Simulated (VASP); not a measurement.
# Ti12B24F (a cell with a defect) (F interstitial hop) in VASP: notebook

The runs below take Ti12B24F (a cell with a defect) (F interstitial hop) through single point, with PBE.

Everything below comes from runs of VASP 6.6.1. Logs are shortened: lines on timing, memory, paths and dates and some standing lists are left out, and cuts for length are marked.

## 1. The cell of the first run

The cell holds a defect, 37 atoms: a = 6.064 Å, b = 9.095 Å, c = 6.448 Å, α = 90.00°, β = 90.00°, γ = 120.00°.

## 2. Single point, PBE

File INCAR:

```
SYSTEM = Ti12B24F
  ALGO = Normal
  EDIFF = 1E-6
  ENCUT = 520
  GGA = PE
  ISIF = 2
  ISMEAR = 1
  LASPH = .True.
  LCHARG = .False.
  LREAL = Auto
  LWAVE = .False.
  NBANDS = 136
  NELM = 60
  PREC = Accurate
  SIGMA = 0.1
```

File KPOINTS:

```
k-points
0
Gamma
  1 1 1
  0 0 0
```

File POSCAR:

```
Ti12B24F
1.0
    6.0635047200      0.0000000600      0.0000000000
   -4.5476286100      7.8767236400      0.0000000000
    0.0000000000      0.0000000000      6.4483601600
Ti B F
12 24 1
Direct
   -0.0292062204     -0.0227052524     -0.0189536560
   -0.0095528061     -0.0069107413      0.4915877714
   -0.0068452219      0.3432887993     -0.0351235034
   -0.0019307209      0.3361976529      0.4968875684
   -0.0087197041      0.6597135101     -0.0040686313
   -0.0014697927      0.6653676376      0.4850543274
    0.4976957418     -0.0011440074     -0.0043663814
    0.4886060523     -0.0101595578      0.5061085174
    0.5289454430      0.3474532170     -0.0229842931
    0.5129007821      0.3413058642      0.4913244486
    0.4896188462      0.6594322980     -0.0104183077
    0.4918791643      0.6636807649      0.4962050693
    0.1683069532      0.2214818076      0.3104317920
    0.3390505484      0.1082409411      0.2844318485
    0.1555140259      0.2149740258      0.7226092967
    0.3319784298      0.1152767345      0.7462121967
    0.1613536353      0.5507522148      0.2503628768
    0.3435600546      0.4584978659      0.2674058144
    0.1676848521      0.5573295688      0.7448620860
    0.3311397685      0.4477530432      0.7447733813
    0.1622416224      0.8885784636      0.2478338617
    0.3317205147      0.7829860818      0.2489266977
    0.1608510880      0.8851800963      0.7490780416
    0.3317573628      0.7798559732      0.7505737707
    0.6567277248      0.2167091342      0.2530182805
    0.8076938058      0.1041501504      0.2749258658
    0.6604785429      0.2175627886      0.7447574082
    0.8291884675      0.1122262238      0.7405369554
    0.6665763028      0.5549950918      0.2548421551
    0.8310266340      0.4470446230      0.2490720059
    0.6614104140      0.5542730912      0.7435758675
    0.8366811283      0.4513580915      0.7444429097
    0.6599247679      0.8855734033      0.2518905520
    0.8332141433      0.7802204611      0.2473492424
    0.6588250088      0.8857762795      0.7481201236
    0.8299337926      0.7796264324      0.7399645618
    0.1577560213      0.2120719308      0.0738753711
```

Potentials or basis: VASP PAW PBE potentials, release 64 (Ti_sv, B, F).

The run is started by

```console
> cat potpaw_PBE.64/Ti_sv/POTCAR potpaw_PBE.64/B/POTCAR potpaw_PBE.64/F/POTCAR > POTCAR
> mpirun -np 1 vasp_gam > vasp.out
```

OUTCAR:

```text
SYSTEM = Ti12B24F
   EDIFF = 1E-6
   ENCUT = 520
   GGA = PE
   ISIF = 2
   ISMEAR = 1
   LASPH = .True.
   LREAL = Auto
   NELM = 60
   PREC = Accurate

 ion  position               nearest neighbor table
   1  0.971  0.977  0.981-  37 1.94  36 2.20  35 2.23  23 2.29  34 2.32  28 2.39  33 2.39  21 2.43
                            16 2.43  15 2.51  11 2.90
   2  0.990  0.993  0.492-  13 2.15  14 2.27  15 2.30  34 2.30  26 2.31  36 2.32  33 2.32  21 2.33
                            28 2.40  35 2.40  23 2.41  16 2.43
   3  0.993  0.343  0.965-  37 2.03  32 2.20  19 2.21  27 2.25  20 2.27  28 2.33  15 2.43  17 2.46
                            30 2.48   9 2.83   5 2.89
   4  0.998  0.336  0.497-  13 2.16  15 2.30  17 2.32  26 2.32  18 2.34  28 2.36  19 2.36  20 2.37
                            30 2.37  32 2.37  25 2.39  27 2.39
   5  0.991  0.660  0.996-  32 2.31  30 2.34  19 2.37  31 2.38  23 2.38  29 2.39  24 2.39  17 2.40
                            34 2.41  22 2.42  21 2.43  36 2.44   9 2.82   3 2.89
   6  0.999  0.665  0.485-  29 2.29  30 2.30  17 2.32  22 2.32  21 2.33  34 2.34  32 2.37  19 2.41
                            36 2.43  23 2.43  31 2.43  24 2.45
   7  0.498  0.999  0.996-  24 2.34  22 2.36  35 2.36  27 2.36  23 2.38  25 2.39  28 2.40  21 2.40
                            33 2.40  16 2.40  26 2.43  14 2.52
   8  0.489  0.990  0.506-  14 2.24  26 2.24  24 2.28  35 2.32  22 2.32  23 2.33  28 2.34  27 2.36
                            33 2.38  16 2.38  21 2.39  25 2.42
   9  0.529  0.347  0.977-  37 2.05  32 2.20  31 2.22  27 2.28  16 2.36  30 2.37  20 2.37  29 2.43
                            25 2.47   5 2.82   3 2.83
  10  0.513  0.341  0.491-  13 2.15  14 2.27  29 2.27  30 2.29  18 2.32  25 2.32  31 2.34  32 2.36
                            27 2.40  15 2.40  16 2.42  20 2.43
  11  0.490  0.659  0.990-  20 2.30  19 2.31  31 2.35  24 2.35  35 2.37  18 2.39  36 2.41  17 2.41
                            29 2.45  34 2.45  33 2.46  22 2.46   1 2.90
  12  0.492  0.664  0.496-  18 2.19  20 2.34  19 2.34  17 2.35  33 2.35  29 2.36  31 2.37  36 2.37
                            35 2.39  22 2.39  24 2.40  34 2.41
  13  0.168  0.221  0.310-  37 1.53  14 1.80  18 1.89  26 1.91   2 2.15  10 2.15   4 2.16
  14  0.339  0.108  0.284-  25 1.68  21 1.75  13 1.80   8 2.24   2 2.27  10 2.27   7 2.52
  15  0.156  0.215  0.723-  28 1.72  16 1.72  20 1.84   2 2.30   4 2.30  10 2.40   3 2.43   1 2.51
[... 26 lines left out ...]
                            11 2.45
  30  0.831  0.447  0.249-  29 1.71  17 1.74  25 1.81  10 2.29   6 2.30   5 2.34   9 2.37   4 2.37
                             3 2.48
  31  0.661  0.554  0.744-  32 1.73  20 1.73  36 1.78   9 2.22  10 2.34  11 2.35  12 2.37   5 2.38
                             6 2.43
  32  0.837  0.451  0.744-  31 1.73  19 1.74  27 1.84   3 2.20   9 2.20   5 2.31  10 2.36   4 2.37
                             6 2.37
  33  0.660  0.886  0.252-  22 1.72  26 1.73  34 1.74   2 2.32  12 2.35   8 2.38   1 2.39   7 2.40
                            11 2.46
  34  0.833  0.780  0.247-  21 1.73  33 1.74  29 1.77   2 2.30   1 2.32   6 2.34  12 2.41   5 2.41
                            11 2.45
  35  0.659  0.886  0.748-  24 1.72  36 1.74  28 1.78   1 2.23   8 2.32   7 2.36  11 2.37  12 2.39
                             2 2.40
  36  0.830  0.780  0.740-  35 1.74  23 1.74  31 1.78   1 2.20   2 2.32  12 2.37  11 2.41   6 2.43
                             5 2.44
  37  0.158  0.212  0.074-  13 1.53   1 1.94   3 2.03   9 2.05

  LATTYP: Found a simple monoclinic cell.
 ALAT       =     6.0635047200
 B/A-ratio  =     1.0634707909
 C/A-ratio  =     1.3228756557
 COS(beta)  =    -0.1889822375

  Lattice vectors:

 A1 = (   6.0635047200,   0.0000000600,   0.0000000000)
 A2 = (   0.0000000000,   0.0000000000,   6.4483601600)
 A3 = (  -1.5158761100,  -7.8767237000,   0.0000000000)

Analysis of symmetry for initial positions (statically):
=====================================================================
 Subroutine PRICEL returns:
[... 52 lines left out ...]
   PSTRESS=    0.0 pullay stress
   NELECT =     223.0000    total number of electrons
   NUPDOWN=      -1.0000    fix difference up-down
   EMIN   =  10.00;   EMAX   =-10.00  energy-range for DOS
   EFERMI =   0.00;   METHOD = LEGACY
   ISMEAR =     1;   SIGMA  =   0.10  broadening in eV -4-tet -1-fermi 0-gaus
   EFERMI_NEDOS =   21; number of points for ismear=-14 and -15
   IALGO  =     38    algorithm
   IMIX   =      4    mixing-type and parameters
     AMIX     =   0.40;   BMIX     =  1.00
     AMIX_MAG =   1.60;   BMIX_MAG =  1.00
  volume/ion in A,a.u.               =       8.32        56.17
  Fermi-wavevector in a.u.,A,eV,Ry     =   1.470066  2.778022 29.403480  2.161095
  Thomas-Fermi vector in A             =   2.585368
   LORBIT       =      0    0 simple, 1 ext, 2 COOP (PROOUT), +10 PAW based schemes
   GGA     = PE    functional components
   LHFCALC =     F    Hartree Fock is set to
   AEXX    =    0.0000 exact exchange contribution
   IVDW    =     0    specifies the selected vdW correction
   LEPSILON=     F    determine dielectric tensor
   LRPA    =     F    only Hartree local field effects (RPA)
 non-spin polarized calculation
 Methfessel and Paxton  Order N= 1 SIGMA  =   0.10
  energy-cutoff  :      520.00
  volume of cell :      307.98
 maximum number of plane-waves:      4150
 NGX is ok and might be reduce to    48
   NGX = 23   NGY = 33   NGZ = 23

 number of electron     223.0000002 magnetization

 Free energy of the ion-electron system (eV)
  ---------------------------------------------------
  ext. energy  EPLUGINS =         0.00000000
  ---------------------------------------------------
  free energy    TOTEN  =      -286.35610238 eV

  energy without entropy =     -286.34408860  energy(sigma->0) =     -286.35209779

 E-fermi :  10.0663     XC(G=0): -12.8498

 val. band max:       10.0631136302   @ k =   0.0000   0.0000   0.0000
 cond. band min:      10.1979405307   @ k =   0.0000   0.0000   0.0000
 fundamental gap:      0.1348269005
 Fermi energy:        10.0662561080

 k-point     1 :       0.0000    0.0000    0.0000
  band No.  band energies     occupation
      1     -47.0671      2.00000
      2     -46.8872      2.00000
      3     -46.8221      2.00000
      4     -46.7890      2.00000
      5     -46.7450      2.00000
      6     -46.7186      2.00000
[... 115 lines left out ...]
    122      11.9041     -0.00000
    123      11.9460     -0.00000
 [bands above 123 left out]

------------------------ aborting loop because EDIFF is reached ----------------------------------------

  FORCE on cell =-STRESS in cart. coord.  units (eV):
  Direction    XX          YY          ZZ          XY          YZ          ZX
  --------------------------------------------------------------------------------------
  -------------------------------------------------------------------------------------
  Total       22.1860198     27.8424096     23.1319741      3.2500926     -0.4791107      0.4861474
  in kB      115.4174198    144.8434242    120.3385189     16.9078234     -2.4924579      2.5290646
  external PRESSURE =     126.8664543 kB  Pullay stress =       0.0000000 kB

 VOLUME and BASIS-vectors are now :
 -----------------------------------------------------------------------------
  energy-cutoff  :      520.00
  volume of cell :      307.98
      direct lattice vectors                 reciprocal lattice vectors
     6.063504720  0.000000060  0.000000000     0.164921121  0.095217255  0.000000000
    -4.547628610  7.876723640  0.000000000    -0.000000001  0.126956339  0.000000000
     0.000000000  0.000000000  6.448360160     0.000000000  0.000000000  0.155078187

 POSITION                                       TOTAL-FORCE (eV/Angst)
 -----------------------------------------------------------------------------------
      1.44204      7.69788      6.32614        -0.063887     -0.018434     -0.016317
      1.48938      7.82229      3.16994         0.020899     -0.036992     -0.021846
      4.46085      2.70399      6.22187         0.002849     -0.071401     -0.063176
      4.52290      2.64814      3.20411        -0.041590      0.003580     -0.011341
      3.01050      5.19638      6.42212        -0.019390     -0.018562     -0.004957
      3.02875      5.24092      3.12781        -0.008927     -0.018907     -0.035484
[... 29 lines left out ...]
      1.48686      6.14090      4.77156         0.019220      0.008511      0.024712
     -0.00787      1.67043      0.47637         0.302169      0.179185     -0.126272
 -----------------------------------------------------------------------------------
    total drift:                               -0.010021     -0.007922     -0.008271

  FREE ENERGIE OF THE ION-ELECTRON SYSTEM (eV)
  ---------------------------------------------------
  free  energy   TOTEN  =      -286.3561023795 eV

  energy  without entropy=     -286.3440886045  energy(sigma->0) =     -286.35209779
```

It took 71 s on 1 thread of Intel Xeon 6975P-C (Granite Rapids), shared host; peak memory 0.36 GiB.

What came out:

```
Free energy   : -286.3561 eV
Pressure      : 12.7 GPa
Largest force : 0.373 eV/Å
```

Forces in eV/Å, atoms in the order of the input:
```
Ti  -0.064 -0.018 -0.016
Ti   0.021 -0.037 -0.022
Ti   0.003 -0.071 -0.063
Ti  -0.042  0.004 -0.011
Ti  -0.019 -0.019 -0.005
Ti  -0.009 -0.019 -0.035
Ti   0.019  0.016  0.007
Ti   0.024  0.004 -0.006
Ti   0.037  0.024 -0.066
Ti  -0.020 -0.020 -0.044
Ti  -0.007 -0.023 -0.026
Ti  -0.029  0.004  0.009
B   -0.096 -0.052  0.156
B    0.002 -0.024  0.076
B   -0.019 -0.003 -0.034
B   -0.001 -0.010  0.000
B   -0.024  0.006  0.010
B    0.004  0.021  0.032
B   -0.023  0.004  0.020
B    0.014  0.008  0.012
B   -0.023 -0.010  0.005
B    0.015  0.007  0.008
B   -0.033  0.007  0.017
B    0.000 -0.007  0.013
B   -0.026 -0.013  0.012
B    0.056  0.039  0.017
B   -0.018  0.003 -0.006
B    0.000 -0.006 -0.002
B   -0.022 -0.008  0.017
B    0.010  0.000  0.012
B   -0.019  0.020 -0.004
B    0.021  0.007 -0.015
B   -0.032 -0.004  0.019
B    0.003 -0.015  0.000
B   -0.025 -0.004  0.017
B    0.019  0.009  0.025
F    0.302  0.179 -0.126
```

Caveat: the k points lie up to 1.20 Å⁻¹ apart; an odd number of electrons without spin polarisation forces a metal; a magnetic or distorted state may lie lower.

## 3. Single point, PBE

File INCAR:

```
PREC = Accurate
ENCUT = 520
EDIFF = 1E-6
ISMEAR = 1
SIGMA = 0.1
LREAL = Auto
LASPH = True
NELM = 100
ALGO = Normal
ISIF = 2
LWAVE = False
LCHARG = False
GGA = PE
NBANDS = 136
```

File KPOINTS:

```
regular mesh
0
Gamma
  1 1 1
```

File POSCAR:

```
Ti12B24F
1.0
    6.0635047200      0.0000000600      0.0000000000
   -4.5476286100      7.8767236400      0.0000000000
    0.0000000000      0.0000000000      6.4483601600
Ti B F
12 24 1
Direct
   -0.0217615572     -0.0319232983     -0.0244285363
   -0.0111317325     -0.0022762001      0.4975902277
   -0.0014998043      0.3594745899     -0.0212027549
    0.0040634076      0.3346784933      0.5007772395
   -0.0024590040      0.6651360692     -0.0022269228
   -0.0002491068      0.6677395628      0.4957269632
    0.4878270175     -0.0040640031     -0.0033669025
    0.4796674176     -0.0114832046      0.5068885606
    0.5158469969      0.3427812238     -0.0075459495
    0.5189485111      0.3452752811      0.5028123305
    0.4964175900      0.6651427941     -0.0024475990
    0.4955699382      0.6652769870      0.4947006558
    0.2015717379      0.2342113387      0.2929713839
    0.3397891840      0.1126269018      0.2647133469
    0.1611788804      0.2173020241      0.7322087915
    0.3292314335      0.1154360648      0.7469471122
    0.1653892082      0.5517078152      0.2465665627
    0.3371212038      0.4515362151      0.2578716075
    0.1698058936      0.5576561005      0.7391975451
    0.3242123554      0.4437016125      0.7415596960
    0.1675251589      0.8903096402      0.2460442594
    0.3246770612      0.7788786634      0.2463458865
    0.1650641392      0.8847145474      0.7444702034
    0.3280386695      0.7781279705      0.7470742763
    0.6644518030      0.2199736895      0.2486812089
    0.7860276356      0.0963540156      0.2725803082
    0.6636589828      0.2186478844      0.7450233673
    0.8274057500      0.1116271169      0.7412774537
    0.6700058465      0.5571830574      0.2502625412
    0.8264520759      0.4450875911      0.2466323159
    0.6629419950      0.5530211747      0.7430527888
    0.8273341438      0.4476479196      0.7470798591
    0.6651585675      0.8864009046      0.2467883246
    0.8304995737      0.7802552471      0.2475415393
    0.6637871226      0.8867000138      0.7426899058
    0.8210066362      0.7747659090      0.7341066384
    0.0528946798      0.1813903930      0.0967055165
```

Potentials or basis: VASP PAW PBE potentials, release 64 (Ti_sv, B, F).

The run is started by

```console
> cat potpaw_PBE.64/Ti_sv/POTCAR potpaw_PBE.64/B/POTCAR potpaw_PBE.64/F/POTCAR > POTCAR
> mpirun -np 1 vasp_gam > vasp.out
```

It took 75 s on 1 thread of Intel Xeon 6975P-C (Granite Rapids), shared host; peak memory 0.37 GiB.

The run converged. Its results:

| Property | Result |
| --- | --- |
| Free energy | -285.8249 eV |
| Pressure | 13.2 GPa |
| Largest force | 0.088 eV/Å |

Forces on the atoms (eV/Å):
```
Ti   0.005 -0.057 -0.039
Ti  -0.001  0.001 -0.001
Ti  -0.033  0.018 -0.011
Ti  -0.001  0.006  0.000
Ti   0.001 -0.007 -0.014
Ti   0.007 -0.002 -0.006
Ti   0.004  0.003  0.007
Ti  -0.002  0.002  0.007
Ti  -0.007 -0.006  0.009
Ti  -0.014  0.014  0.003
Ti  -0.005 -0.001 -0.016
Ti  -0.005  0.007 -0.004
B    0.054  0.039  0.057
B   -0.006 -0.028 -0.008
B   -0.009  0.018  0.001
B    0.009 -0.028 -0.004
B   -0.008  0.018  0.008
B   -0.003 -0.017  0.007
B   -0.010  0.017 -0.001
B    0.017 -0.019  0.005
B   -0.023  0.013  0.004
B    0.010 -0.018 -0.003
B   -0.001  0.035  0.002
B    0.010 -0.022  0.006
B    0.003  0.042 -0.004
B   -0.014 -0.035 -0.011
B   -0.005  0.018 -0.004
B   -0.002 -0.021  0.003
B   -0.002  0.009  0.001
B    0.011 -0.014  0.003
B   -0.007  0.036  0.014
B    0.009 -0.027 -0.005
B    0.004  0.012  0.000
B    0.015 -0.008  0.001
B   -0.017  0.015 -0.002
B    0.017 -0.022 -0.005
F   -0.003  0.012 -0.003
```

Stress tensor (GPa, compression positive):
```
13.73  2.23  1.13
 2.23 12.48  0.86
 1.13  0.86 13.33
```

Levels at points of the mesh, in eV from the Fermi level:
```tsv
k point	band 110	band 111	band 112	band 113	band 114	band 115
(0.00, 0.00, 0.00)	-0.37	-0.24	0.00	0.12	0.37	0.45
```

Caveat: the k points lie up to 1.20 Å⁻¹ apart; an odd number of electrons without spin polarisation forces a metal; a magnetic or distorted state may lie lower.

## 4. Single point, PBE

File INCAR:

```
PREC = Accurate
ENCUT = 520
EDIFF = 1E-6
ISMEAR = 1
SIGMA = 0.1
LREAL = Auto
LASPH = T
NELM = 100
ALGO = Normal
ISIF = 2
LWAVE = F
LCHARG = T
GGA = PE
LELF = T
LVHAR = T
NBANDS = 136
```

File KPOINTS:

```
Automatic mesh
0
Gamma
  1 1 1
```

File POSCAR:

```
Ti12B24F
1.0
    6.0635047200      0.0000000600      0.0000000000
   -4.5476286100      7.8767236400      0.0000000000
    0.0000000000      0.0000000000      6.4483601600
Ti B F
12 24 1
Direct
   -0.0044912731     -0.0259260080     -0.0222630245
   -0.0055276076     -0.0003605560      0.4999146946
    0.0199069876      0.3662502496     -0.0229816568
    0.0048270616      0.3353061654      0.4951719384
   -0.0016056804      0.6691755660     -0.0016360749
   -0.0037020272      0.6663931909      0.4909303949
    0.4818565191     -0.0082906335     -0.0084593600
    0.4779840753     -0.0131269083      0.4992495642
    0.5042547733      0.3359681120     -0.0027022374
    0.5169880156      0.3456602127      0.5059887970
    0.5017604959      0.6699333646     -0.0071807404
    0.5003115032      0.6685464935      0.4957266531
    0.1982429059      0.2325185028      0.2845478470
    0.3334242274      0.1159695353      0.2544115030
    0.1655909590      0.2204585395      0.7378063387
    0.3321367733      0.1149913367      0.7448354125
    0.1622287719      0.5526411982      0.2500035606
    0.3289746610      0.4460655395      0.2486599632
    0.1691717430      0.5568039696      0.7352438267
    0.3317418116      0.4475675600      0.7454611530
    0.1656852879      0.8866666281      0.2459060847
    0.3263292489      0.7776699121      0.2510249055
    0.1646403052      0.8845784502      0.7482893139
    0.3336980866      0.7810936706      0.7443678518
    0.6544082909      0.2201568876      0.2689204630
    0.8104198099      0.1053231000      0.2973365247
    0.6632968377      0.2173153507      0.7459632962
    0.8360388085      0.1176550038      0.7244130111
    0.6654234363      0.5516723905      0.2471992817
    0.8293401330      0.4448984261      0.2478473535
    0.6631456297      0.5536066973      0.7496671836
    0.8308141918      0.4489220534      0.7470531857
    0.6561017016      0.8799647261      0.2597461926
    0.8312676395      0.7818147788      0.2483619029
    0.6676924381      0.8873900215      0.7414649432
    0.8258665981      0.7759598064      0.7393613076
   -0.0918202646      0.1427960478      0.0765630312
```

The run is started by

```console
> cat potpaw_PBE.64/Ti_sv/POTCAR potpaw_PBE.64/B/POTCAR potpaw_PBE.64/F/POTCAR > POTCAR
> mpirun -np 1 vasp_gam > vasp.out
```

Wall time 70 s (1 thread of Intel Xeon 6975P-C (Granite Rapids), shared host); peak memory 0.37 GiB.

The run converged. Its results:

```yaml
Free_energy: -285.9511 eV
Pressure: 12.9 GPa
Largest_force: 0.952 eV/Å
```

Forces on the atoms (eV/Å):
```
Ti   0.143  0.043  0.013
Ti   0.049  0.017  0.020
Ti   0.141  0.132 -0.043
Ti   0.014  0.011 -0.055
Ti  -0.008  0.047  0.019
Ti   0.003 -0.016 -0.044
Ti  -0.003 -0.031 -0.037
Ti   0.011 -0.014 -0.048
Ti  -0.042 -0.072  0.035
Ti  -0.004  0.007  0.027
Ti   0.030  0.043 -0.026
Ti   0.038  0.034  0.012
B   -0.007 -0.008 -0.079
B   -0.049  0.021 -0.083
B    0.029  0.036  0.042
B    0.043  0.004 -0.021
B   -0.016  0.008  0.025
B   -0.015 -0.042 -0.071
B    0.009  0.003 -0.036
B    0.056  0.043  0.027
B    0.013 -0.026 -0.002
B    0.037 -0.002  0.036
B    0.007  0.002  0.024
B    0.049  0.029 -0.022
B   -0.053  0.011  0.156
B    0.115  0.068  0.294
B    0.015 -0.005  0.006
B    0.048  0.059 -0.132
B    0.007 -0.045 -0.024
B    0.047  0.002  0.008
B    0.010  0.011  0.050
B    0.040  0.017 -0.001
B   -0.014 -0.053  0.098
B    0.019  0.019  0.008
B    0.033  0.011 -0.017
B    0.053  0.017  0.038
F   -0.848 -0.386 -0.194
```

Stress tensor (GPa, compression positive):
```
12.95 -0.09 -0.99
-0.09 13.57 -0.55
-0.99 -0.55 12.25
```

Levels at points of the mesh, in eV from the Fermi level:
```csv
k point,band 110,band 111,band 112,band 113,band 114,band 115
"(0.00, 0.00, 0.00)",-0.43,-0.23,0.00,0.12,0.26,0.48
```

Caveat: the k points lie up to 1.20 Å⁻¹ apart; an odd number of electrons without spin polarisation forces a metal; a magnetic or distorted state may lie lower.
